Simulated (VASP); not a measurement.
# Cu (P6_3/mmc) in VASP: notebook

Cu is run at these levels: PBEsol; tasks: single point, relaxation of cell and atoms.

Program: VASP 6.6.1. These are calculated values, not measurements. Logs are shortened: lines on timing, memory, paths and dates and some standing lists are left out, and cuts for length are marked.

### Step 1. The cell of the first run

It takes space group P6_3/mmc (No. 194, hexagonal). Conventional cell: a = 2.522 Å, b = 2.522 Å, c = 4.114 Å, α = 90.00°, β = 90.00°, γ = 120.00°. Within 3.3 Å of Cu (site symmetry -6m2) lie 12 Cu at 2.52 Å.

This isn't the form of Cu at room conditions, which is fcc.

### Step 2. Single point, PBEsol

INCAR reads:

```
ALGO     = Normal         # electronic algorithm
EDIFF    = 1E-7           # SCF threshold, eV
ENCUT    = 520            # plane-wave cutoff, eV
GGA      = PS             # functional
ISIF     = 2              # what is computed and relaxed
ISMEAR   = -1             # smearing method
LASPH    = T              # aspherical terms in the spheres
LCHARG   = F              # write CHGCAR
LREAL    = F              # projectors in reciprocal space
LWAVE    = F              # write WAVECAR
NBANDS   = 18             # bands
NELM     = 60             # most SCF steps
PREC     = Accurate       # precision mode
SIGMA    = 0.1            # smearing width, eV
```

KPOINTS reads:

```
k-points
0
Gamma
  12 12 7
```

POSCAR reads:

```
Cu
1.0
    2.5220157386      0.0000000000      0.0000000000
   -1.2610078693      2.1841296984      0.0000000000
    0.0000000000      0.0000000000      4.1142950460
Cu
2
Direct
    0.3333333333      0.6666666667      0.2500000000
    0.6666666667      0.3333333333      0.7500000000
```

Potentials or basis: VASP PAW PBE potentials, release 64 (Cu).

On the command line:

```bash
$ cat potpaw_PBE.64/Cu/POTCAR > POTCAR
$ mpirun -np 1 vasp_std > vasp.out
```

OUTCAR:

```text
EDIFF = 1E-7
   ENCUT = 520
   GGA = PS
   ISIF = 2
   ISMEAR = -1
   LASPH = T
   LREAL = F
   NELM = 60
   PREC = Accurate

 ion  position               nearest neighbor table
   1  0.333  0.667  0.250-   2 2.52   2 2.52   2 2.52   2 2.52   2 2.52   2 2.52
   2  0.667  0.333  0.750-   1 2.52   1 2.52   1 2.52   1 2.52   1 2.52   1 2.52

  LATTYP: Found a hexagonal cell.
 ALAT       =     2.5220157386
 C/A-ratio  =     1.6313518520

  Lattice vectors:

 A1 = (   2.5220157386,   0.0000000000,   0.0000000000)
 A2 = (  -1.2610078693,   2.1841296984,   0.0000000000)
 A3 = (   0.0000000000,   0.0000000000,   4.1142950460)

Analysis of symmetry for initial positions (statically):
=====================================================================
 Subroutine PRICEL returns:
 Original cell was already a primitive cell.

 Routine SETGRP: Setting up the symmetry group for a
 hexagonal supercell.

 Subroutine GETGRP returns: Found 24 space group operations
 (whereof 12 operations were pure point group operations)
 out of a pool of 24 trial point group operations.

The static configuration has the point symmetry D_3d.
 The point group associated with its full space group is D_6h.

Analysis of symmetry for dynamics (positions and initial velocities):
=====================================================================
 Subroutine PRICEL returns:
 Original cell was already a primitive cell.

 Routine SETGRP: Setting up the symmetry group for a
 hexagonal supercell.

 Subroutine GETGRP returns: Found 24 space group operations
 (whereof 12 operations were pure point group operations)
 out of a pool of 24 trial point group operations.

The dynamic configuration has the point symmetry D_3d.
 The point group associated with its full space group is D_6h.

 Subroutine INISYM returns: Found 24 space group operations
 (whereof 12 operations are pure point group operations),
 and found     1 'primitive' translations

----------------------------------------------------------------------------------------

                                     Primitive cell

  volume of cell :      22.6632

  direct lattice vectors                    reciprocal lattice vectors
     2.522015739  0.000000000  0.000000000     0.396508231  0.228924134  0.000000000
    -1.261007869  2.184129698  0.000000000     0.000000000  0.457848268  0.000000000
[... 75 lines left out ...]
 SYSTEM =  unknown system
   PREC   = accura    normal or accurate (medium, high low for compatibility)
   ISTART =      0    job   : 0-new  1-cont  2-samecut
   ICHARG =      2    charge: 1-file 2-atom 10-const
   ISPIN  =      1    spin polarized calculation?
   LNONCOLLINEAR =      F non collinear calculations
   LSORBIT =      F    spin-orbit coupling
   LASPH  =      T    aspherical Exc in radial PAW
   ENCUT  =  520.0 eV  38.22 Ry    6.18 a.u.   4.69  4.69  7.65*2*pi/ulx,y,z
   NELM   =     60;   NELMIN=  2; NELMDL= -5     # of ELM steps
   EDIFF  = 0.1E-06   stopping-criterion for ELM
   LREAL  =      F    real-space projection
   EDIFFG = 0.1E-05   stopping-criterion for IOM
   NSW    =      0    number of steps for IOM
   IBRION =     -1    ionic relax: 0-MD 1-quasi-New 2-CG
   NFREE  =      0    steps in history (QN), initial steepest desc. (CG)
   ISIF   =      2    stress and relaxation
   ISYM   =      2    0-nonsym 1-usesym 2-fastsym
   POTIM  = 0.5000    time-step for ionic-motion
   TEBEG  =    0.0;   TEEND  =   0.0 temperature during run
   PSTRESS=    0.0 pullay stress
   NELECT =      22.0000    total number of electrons
   NUPDOWN=      -1.0000    fix difference up-down
   EMIN   =  10.00;   EMAX   =-10.00  energy-range for DOS
   EFERMI =   0.00;   METHOD = LEGACY
   ISMEAR =    -1;   SIGMA  =   0.10  broadening in eV -4-tet -1-fermi 0-gaus
   EFERMI_NEDOS =   21; number of points for ismear=-14 and -15
   IALGO  =     38    algorithm
   IMIX   =      4    mixing-type and parameters
     AMIX     =   0.40;   BMIX     =  1.00
     AMIX_MAG =   1.60;   BMIX_MAG =  1.00
  volume/ion in A,a.u.               =      11.33        76.47
  Fermi-wavevector in a.u.,A,eV,Ry     =   1.620971  3.063191 35.749935  2.627546
  Thomas-Fermi vector in A             =   2.714823
   LORBIT       =      0    0 simple, 1 ext, 2 COOP (PROOUT), +10 PAW based schemes
   GGA     = PS    functional components
   LHFCALC =     F    Hartree Fock is set to
   AEXX    =    0.0000 exact exchange contribution
   IVDW    =     0    specifies the selected vdW correction
   LEPSILON=     F    determine dielectric tensor
   LRPA    =     F    only Hartree local field effects (RPA)
 non-spin polarized calculation
  energy-cutoff  :      520.00
  volume of cell :       22.66
 maximum number of plane-waves:       624
 NGX is ok and might be reduce to    20
   NGX =  9   NGY =  9   NGZ = 15

 number of electron      21.9999981 magnetization

 Free energy of the ion-electron system (eV)
  ---------------------------------------------------
  ext. energy  EPLUGINS =         0.00000000
  ---------------------------------------------------
  free energy    TOTEN  =        -8.59818205 eV

  energy without entropy =       -8.56984184  energy(sigma->0) =       -8.58401195

 E-fermi :   7.8827     XC(G=0): -13.1510

 val. band max:        7.8599457180   @ k =   0.3333   0.1667   0.2857
 cond. band min:       7.9038305645   @ k =   0.5000   0.0000   0.0000
 fundamental gap:      0.0438848465
 Fermi energy:         7.8826913881

 k-point     1 :       0.0000    0.0000    0.0000
  band No.  band energies     occupation
      1      -1.7873      2.00000
      2       2.5903      2.00000
      3       4.7638      2.00000
      4       4.8273      2.00000
      5       4.8273      2.00000
      6       5.0510      2.00000
[... 481 lines left out ...]
      5       4.8176      2.00000
      6       4.9220      2.00000
[... 10 lines left out ...]
     17      25.6778      0.00000
     18      28.0928      0.00000

 [... further k-points ...]
[... 5 lines left out ...]
  --------------------------------------------------------------------------------------
  -------------------------------------------------------------------------------------
  Total        0.1147026      0.1147026      0.1089841      0.0000000      0.0000000      0.0000000
  in kB        8.1089043      8.1089043      7.7046366      0.0000000      0.0000000      0.0000000
  external PRESSURE =       7.9741484 kB  Pullay stress =       0.0000000 kB

 VOLUME and BASIS-vectors are now :
 -----------------------------------------------------------------------------
  energy-cutoff  :      520.00
  volume of cell :       22.66
      direct lattice vectors                 reciprocal lattice vectors
     2.522015739  0.000000000  0.000000000     0.396508231  0.228924134  0.000000000
    -1.261007869  2.184129698  0.000000000     0.000000000  0.457848268  0.000000000
     0.000000000  0.000000000  4.114295046     0.000000000  0.000000000  0.243055004

 POSITION                                       TOTAL-FORCE (eV/Angst)
 -----------------------------------------------------------------------------------
     -0.00000      1.45609      1.02857        -0.000000     -0.000000      0.000000
      1.26101      0.72804      3.08572         0.000000      0.000000      0.000000
 -----------------------------------------------------------------------------------
    total drift:                               -0.000000      0.000000     -0.000000

  FREE ENERGIE OF THE ION-ELECTRON SYSTEM (eV)
  ---------------------------------------------------
  free  energy   TOTEN  =        -8.5981820522 eV

  energy  without entropy=       -8.5698418422  energy(sigma->0) =       -8.58401195
```

It took 19 s on 1 thread of Intel Xeon Platinum 8375C at 2.90GHz (Ice Lake), shared host; peak memory 0.15 GiB.

Results:

```
Free energy            : -8.5982 eV
Pressure               : 0.8 GPa
Band gap on the k mesh : zero (bands 11 and 12 overlap by 6.00 eV)
```

Caveat: the PAW data sets were made with another functional, which shifts forces and pressure a little.

### Step 3. Relaxation of cell and atoms, PBEsol

This run uses another cell than the first one, of 11.44 Å³/atom.

INCAR reads:

```
SYSTEM = Cu
  ALGO = Normal
  EDIFF = 1E-6
  EDIFFG = -0.03
  ENCUT = 600
  GGA = PS
  IBRION = 2
  ISIF = 3
  ISMEAR = -1
  LASPH = .TRUE.
  LCHARG = .FALSE.
  LREAL = .FALSE.
  LWAVE = .FALSE.
  NELM = 80
  NSW = 50
  PREC = Accurate
  SIGMA = 0.1
```

KPOINTS reads:

```
k-points
0
G
  12 12 7
  0 0 0
```

POSCAR reads:

```
Cu
1.0
    2.5341000000      0.0000000000      0.0000000000
   -1.2670500000      2.1945900000      0.0000000000
    0.0000000000      0.0000000000      4.1125700000
Cu
2
Direct
    0.3333333333      0.6666666667      0.2500000000
    0.6666666667      0.3333333333      0.7500000000
```

Potentials or basis: VASP PAW PBE potentials, release 64 (Cu).

On the command line:

```bash
$ cat potpaw_PBE.64/Cu/POTCAR > POTCAR
$ mpirun -np 1 vasp_std > vasp.out
```

OUTCAR:

```text
SYSTEM = Cu
   EDIFF = 1E-6
   EDIFFG = -0.03
   ENCUT = 600
   GGA = PS
   IBRION = 2
   ISIF = 3
   ISMEAR = -1
   LASPH = .TRUE.
   LREAL = .FALSE.
   NELM = 80
   NSW = 50
   PREC = Accurate

 ion  position               nearest neighbor table
   1  0.333  0.667  0.250-   2 2.52   2 2.52   2 2.52   2 2.52   2 2.52   2 2.52
   2  0.667  0.333  0.750-   1 2.52   1 2.52   1 2.52   1 2.52   1 2.52   1 2.52

  LATTYP: Found a hexagonal cell.
 ALAT       =     2.5341000000
 C/A-ratio  =     1.6228917564

  Lattice vectors:

 A1 = (   2.5341000000,   0.0000000000,   0.0000000000)
 A2 = (  -1.2670500000,   2.1945900000,   0.0000000000)
 A3 = (   0.0000000000,   0.0000000000,   4.1125700000)

Analysis of symmetry for initial positions (statically):
=====================================================================
 Subroutine PRICEL returns:
 Original cell was already a primitive cell.

 Routine SETGRP: Setting up the symmetry group for a
 hexagonal supercell.

 Subroutine GETGRP returns: Found 24 space group operations
 (whereof 12 operations were pure point group operations)
 out of a pool of 24 trial point group operations.

The static configuration has the point symmetry D_3d.
 The point group associated with its full space group is D_6h.

Analysis of symmetry for dynamics (positions and initial velocities):
=====================================================================
 Subroutine PRICEL returns:
 Original cell was already a primitive cell.

 Routine SETGRP: Setting up the symmetry group for a
 hexagonal supercell.

 Subroutine GETGRP returns: Found 24 space group operations
 (whereof 12 operations were pure point group operations)
 out of a pool of 24 trial point group operations.

The dynamic configuration has the point symmetry D_3d.
 The point group associated with its full space group is D_6h.

 Subroutine INISYM returns: Found 24 space group operations
 (whereof 12 operations are pure point group operations),
 and found     1 'primitive' translations

[... 133 lines left out ...]

 number of electron      21.9999995 magnetization

 Free energy of the ion-electron system (eV)
  ---------------------------------------------------
  ext. energy  EPLUGINS =         0.00000000
  ---------------------------------------------------
  free energy    TOTEN  =        -8.59839951 eV

  energy without entropy =       -8.57050985  energy(sigma->0) =       -8.58445468

------------------------ aborting loop because EDIFF is reached ----------------------------------------

  FORCE on cell =-STRESS in cart. coord.  units (eV):
  Direction    XX          YY          ZZ          XY          YZ          ZX
  --------------------------------------------------------------------------------------
  -------------------------------------------------------------------------------------
  Total       -0.1301205     -0.1301199     -0.0126063      0.0000000     -0.0000000      0.0000000
  in kB       -9.1151913     -9.1151499     -0.8830967      0.0000000     -0.0000000      0.0000000
  external PRESSURE =      -6.3711460 kB  Pullay stress =       0.0000000 kB
[... 203 lines left out ...]
--------------------------------------- Ionic step        7  -------------------------------------------

 number of electron      21.9999996 magnetization

 Free energy of the ion-electron system (eV)
  ---------------------------------------------------
  ext. energy  EPLUGINS =         0.00000000
  ---------------------------------------------------
  free energy    TOTEN  =        -8.59876313 eV

  energy without entropy =       -8.57049871  energy(sigma->0) =       -8.58463092

 E-fermi :   7.8201     XC(G=0): -13.1223

 val. band max:        7.7937549153   @ k =   0.3333   0.1667   0.2857
 cond. band min:       7.8400428262   @ k =   0.5000  -0.0000   0.0000
 fundamental gap:      0.0462879109
 Fermi energy:         7.8201173726

 k-point     1 :       0.0000    0.0000    0.0000
  band No.  band energies     occupation
      1      -1.8115      2.00000
      2       2.5590      2.00000
      3       4.7215      2.00000
      4       4.7809      2.00000
      5       4.7810      2.00000
      6       5.0037      2.00000
      7       5.0037      2.00000
      8       5.2973      2.00000
      9       5.2973      2.00000
     10       6.0944      2.00000
     11       6.0944      2.00000
     12       6.7325      1.99996
     13      11.8122      0.00000
     14      29.4675      0.00000
[... 401 lines left out ...]
      2       3.3378      2.00000
      3       3.6237      2.00000
      4       4.2310      2.00000
      5       4.7729      2.00000
      6       4.8718      2.00000
      7       5.1144      2.00000
      8       5.8375      2.00000
      9       5.8707      2.00000
     10       5.8938      2.00000
     11       6.1951      2.00000
     12      10.4857      0.00000
     13      14.8082      0.00000
     14      15.9140      0.00000
     15      21.3918      0.00000

 [... further k-points ...]
[... 5 lines left out ...]
  --------------------------------------------------------------------------------------
  -------------------------------------------------------------------------------------
  Total       -0.0155385     -0.0155385      0.0044853      0.0000000     -0.0000000      0.0000000
  in kB       -1.0931936     -1.0931887      0.3155554      0.0000000     -0.0000000      0.0000000
  external PRESSURE =      -0.6236090 kB  Pullay stress =       0.0000000 kB
[... 17 lines left out ...]
  FREE ENERGIE OF THE ION-ELECTRON SYSTEM (eV)
  ---------------------------------------------------
  free  energy   TOTEN  =        -8.5987631261 eV

  energy  without entropy=       -8.5704987056  energy(sigma->0) =       -8.58463092

 reached required accuracy - stopping structural energy minimisation
```

OSZICAR:

```text
N       E                     dE             d eps       ncg     rms          rms(c)
DAV:   1     0.127831809980E+03    0.12783E+03   -0.11690E+04  2344   0.291E+03
DAV:   2    -0.603042431907E+01   -0.13386E+03   -0.12943E+03  2280   0.335E+02
[... 44 lines left out ...]
   6 F= -.85986937E+01 E0= -.85846585E+01  d E =-.294191E-03
       N       E                     dE             d eps       ncg     rms          rms(c)
DAV:   1    -0.859935886268E+01   -0.66493E-03   -0.16570E-02  3269   0.171E+00    0.173E-01
DAV:   2    -0.859895988426E+01    0.39898E-03   -0.12016E-03  2771   0.102E+00    0.919E-02
DAV:   3    -0.859882452124E+01    0.13536E-03   -0.33905E-04  2805   0.529E-01    0.568E-02
DAV:   4    -0.859876266520E+01    0.61856E-04   -0.82274E-05  3699   0.238E-01    0.406E-03
DAV:   5    -0.859876312609E+01   -0.46089E-06   -0.42398E-06  2118   0.345E-02
   7 F= -.85987631E+01 E0= -.85846309E+01  d E =-.694208E-04
```

It took 60 s on 1 thread of Intel Xeon Platinum 8375C at 2.90GHz (Ice Lake), shared host; peak memory 0.16 GiB.

Results:

```yaml
Free_energy: -8.5988 eV
Relaxed_volume: 11.39 Å³/atom
Relaxed_cell: a = 2.527 Å, b = 2.527 Å, c = 4.118 Å, α = 90.00°, β = 90.00°, γ = 120.00°
Space_group_after_relaxing_to_0.1_Å: P6_3/mmc (No. 194)
Energy_gained_by_relaxing: 0.2 meV/atom
Ionic_steps: 7
Pressure_after_relaxing: -0.1 GPa
Band_gap_on_the_k_mesh: zero (bands 11 and 12 overlap by 5.97 eV)
```

Stress tensor (GPa, compression positive):
```
-0.11  0.00  0.00
 0.00 -0.11  0.00
 0.00  0.00  0.03
```

Step by step:
```csv
step,energy change (eV),largest force (eV/Å),pressure (GPa),volume (Å³)
1,0.0000,0.0000,-0.64,22.87
2,-0.0003,0.0000,0.49,22.72
3,-0.0003,0.0000,0.07,22.76
4,-0.0003,0.0000,0.18,22.76
5,-0.0003,0.0000,0.19,22.76
6,-0.0003,0.0000,0.17,22.76
7,-0.0004,0.0000,-0.06,22.77
```

Final structure:
```
Cu
1.0
     2.52697    0.00000    0.00000
    -1.26349    2.18842    0.00000
     0.00000    0.00000    4.11806
Cu
2
Direct
  0.33333 0.66667 0.25000
  0.66667 0.33333 0.75000
```

Caveat: the PAW data sets were made with another functional, which shifts forces and pressure a little.
